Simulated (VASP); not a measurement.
# Ag (P6_3/mmc) in VASP: a series of runs, part 2 of 2

VASP 6.6.1. Earlier steps stand in the parts before.

### 3 Single point, LDA (volume scaled by 1.02, then relaxed in part)

INCAR

```
SYSTEM = Ag
PREC     = Accurate       ! precision mode
ENCUT    = 520            ! plane-wave cutoff, eV
EDIFF    = 1E-6           ! SCF threshold, eV
ISMEAR   = -1             ! smearing method
SIGMA    = 0.15           ! smearing width, eV
LREAL    = .False.        ! projectors in reciprocal space
LASPH    = .True.         ! aspherical terms in the spheres
NELM     = 100            ! most SCF steps
ALGO     = Fast           ! electronic algorithm
ISIF     = 2              ! what is computed and relaxed
LWAVE    = .False.        ! write WAVECAR
LCHARG   = .False.        ! write CHGCAR
GGA      = CA             ! functional
NBANDS   = 18             ! bands
```

KPOINTS

```
regular mesh
0
Gamma
  18 18 10
  0 0 0
```

POSCAR

```
Ag
1.0
    2.8446372619      0.0000000000      0.0000000000
   -1.4223186310      2.4635281334      0.0000000000
    0.0000000000      0.0000000000      4.6708516806
Ag
2
Direct
    0.3333333333      0.6666666667      0.2500000000
    0.6666666667      0.3333333333      0.7500000000
```

Potentials or basis: VASP PAW LDA potentials, release 64 (Ag).

Command:

```
$ cat potpaw_LDA.64/Ag/POTCAR > POTCAR
$ mpirun -np 1 vasp_std > vasp.out
```

Wall time 2.7 min (1 thread of Intel Xeon Platinum 8375C at 2.90GHz (Ice Lake), shared host); peak memory 0.22 GiB.

The run converged. Its results:

- Free energy: -7.5666 eV
- Pressure: -2.4 GPa
- Band gap on the k mesh: zero (band 11 reaches 12.94 eV, above the bottom of band 12 at 5.31 eV)

Levels at points of the mesh, in eV from the Fermi level:
```csv
k point,band 8,band 9,band 10,band 11,band 12,band 13,band 14,band 15
"(0.00, 0.00, 0.00)",-4.17,-4.17,-3.08,-3.08,-0.59,3.72,15.82,17.62
"(0.50, 0.00, 0.00)",-2.92,-2.88,-2.77,0.11,1.65,6.98,7.26,9.66
"(0.00, 0.00, 0.50)",-4.72,-3.42,-3.42,-3.42,-3.42,11.32,11.32,16.18
"(0.50, 0.00, 0.50)",-3.15,-2.83,-2.83,0.68,0.68,4.81,4.81,13.90
```

### 4 Relaxation of shape and atoms at fixed volume, LDA (volume scaled by 0.98)

INCAR

```
  ALGO = Fast
  EDIFF = 1E-6
  EDIFFG = -0.001
  ENCUT = 600
  IBRION = 2
  ISIF = 4
  ISMEAR = -1
  LASPH = T
  LCHARG = F
  LREAL = F
  LWAVE = F
  NELM = 100
  NSW = 80
  PREC = Accurate
  SIGMA = 0.15
```

KPOINTS

```
k-points
0
Gamma
  18 18 10
```

POSCAR

```
Ag
1.0
    2.8071110170      0.0000000000      0.0000000000
   -1.4035555085      2.4310294520      0.0000000000
    0.0000000000      0.0000000000      4.6084681735
Ag
2
Direct
    0.3333333333      0.6666666667      0.2500000000
    0.6666666667      0.3333333333      0.7500000000
```

Potentials or basis: VASP PAW LDA potentials, release 64 (Ag).

Command:

```
$ cat potpaw_LDA.64/Ag/POTCAR > POTCAR
$ mpirun -np 1 vasp_std > vasp.out
```

OUTCAR:

```text
EDIFF = 1E-6
   EDIFFG = -0.001
   ENCUT = 600
   IBRION = 2
   ISIF = 4
   ISMEAR = -1
   LASPH = T
   LREAL = F
   NELM = 100
   NSW = 80
   PREC = Accurate

 ion  position               nearest neighbor table
   1  0.333  0.667  0.250-   2 2.82   2 2.82   2 2.82   2 2.82   2 2.82   2 2.82
   2  0.667  0.333  0.750-   1 2.82   1 2.82   1 2.82   1 2.82   1 2.82   1 2.82

  LATTYP: Found a hexagonal cell.
 ALAT       =     2.8071110170
 C/A-ratio  =     1.6417121181

  Lattice vectors:

 A1 = (   2.8071110170,   0.0000000000,   0.0000000000)
 A2 = (  -1.4035555085,   2.4310294520,   0.0000000000)
 A3 = (   0.0000000000,   0.0000000000,   4.6084681735)

Analysis of symmetry for initial positions (statically):
=====================================================================
[... 271 lines left out ...]
      5       4.3502      2.00000
      6       4.6265      2.00000
      7       4.6265      2.00000
      8       5.0626      2.00000
      9       5.0626      2.00000
     10       6.2272      2.00000
     11       6.2272      2.00000
     12       8.6388      1.98206
     13      13.3047      0.00000
     14      25.2470      0.00000
[... 401 lines left out ...]
      2       2.9427      2.00000
      3       3.0482      2.00000
      4       4.2206      2.00000
      5       4.5950      2.00000
      6       4.8260      2.00000
      7       4.8875      2.00000
      8       6.2101      2.00000
      9       6.3671      2.00000
     10       6.4035      2.00000
     11       9.0231      1.79001
     12      12.4128      0.00000
     13      16.3480      0.00000
     14      16.6971      0.00000
     15      18.7716      0.00000

 [... further k-points ...]

------------------------ aborting loop because EDIFF is reached ----------------------------------------

  FORCE on cell =-STRESS in cart. coord.  units (eV):
  Direction    XX          YY          ZZ          XY          YZ          ZX
  --------------------------------------------------------------------------------------
  -------------------------------------------------------------------------------------
  Total        0.6029230      0.6029230      0.6041609      0.0000000      0.0000000      0.0000000
  in kB       30.7160965     30.7160965     30.7791631      0.0000000      0.0000000      0.0000000
  external PRESSURE =      30.7371187 kB  Pullay stress =       0.0000000 kB
[... 17 lines left out ...]
  FREE ENERGIE OF THE ION-ELECTRON SYSTEM (eV)
  ---------------------------------------------------
  free  energy   TOTEN  =        -7.5636212522 eV

  energy  without entropy=       -7.5217979770  energy(sigma->0) =       -7.54270961

 reached required accuracy - stopping structural energy minimisation
```

It took 3.8 min on 1 thread of Intel Xeon Platinum 8375C at 2.90GHz (Ice Lake), shared host; peak memory 0.23 GiB.

Results:

| Quantity | Value |
| --- | --- |
| Free energy | -7.5636 eV |
| Energy gained by relaxing | 0.0 meV/atom |
| Ionic steps | 3 |
| Pressure after relaxing | 3.1 GPa |
| Band gap on the k mesh | zero (band 11 reaches 13.66 eV, above the bottom of band 12 at 5.86 eV) |

Final structure:
```cif
data_structure
_symmetry_space_group_name_H-M 'P 1'
_symmetry_Int_Tables_number 1
_cell_length_a 2.8075
_cell_length_b 2.8075
_cell_length_c 4.6071
_cell_angle_alpha 90.000
_cell_angle_beta 90.000
_cell_angle_gamma 120.000
_cell_volume 31.45
loop_
_atom_site_label
_atom_site_type_symbol
_atom_site_fract_x
_atom_site_fract_y
_atom_site_fract_z
_atom_site_occupancy
Ag1 Ag 0.33333 0.66667 0.25000 1
Ag2 Ag 0.66667 0.33333 0.75000 1
```

### 5 The runs side by side

| task | cell | cutoff (eV) | gap on the mesh (eV) | pressure (GPa) |
| --- | --- | --- | --- | --- |
| single point | a = 2.826, b = 2.826, c = 4.640 Å, angles 90.0, 90.0, 120.0°, 2 atoms | 520 | none | 0.1 |
| single point | a = 2.845, b = 2.845, c = 4.671 Å, angles 90.0, 90.0, 120.0°, 2 atoms | 520 | none | -2.4 |
| relaxation of shape and atoms at fixed volume | relaxed from a = 2.807, b = 2.807, c = 4.608 Å, angles 90.0, 90.0, 120.0°, 2 atoms | 600 | none | 3.1 |

Alike in all rows: level LDA; potentials or basis VASP PAW LDA potentials, release 64 (Ag); no spin polarisation; k mesh 18 × 18 × 10; smearing fermi-dirac 0.15 eV.

Absolute energies hang on the potentials; compare differences alone.
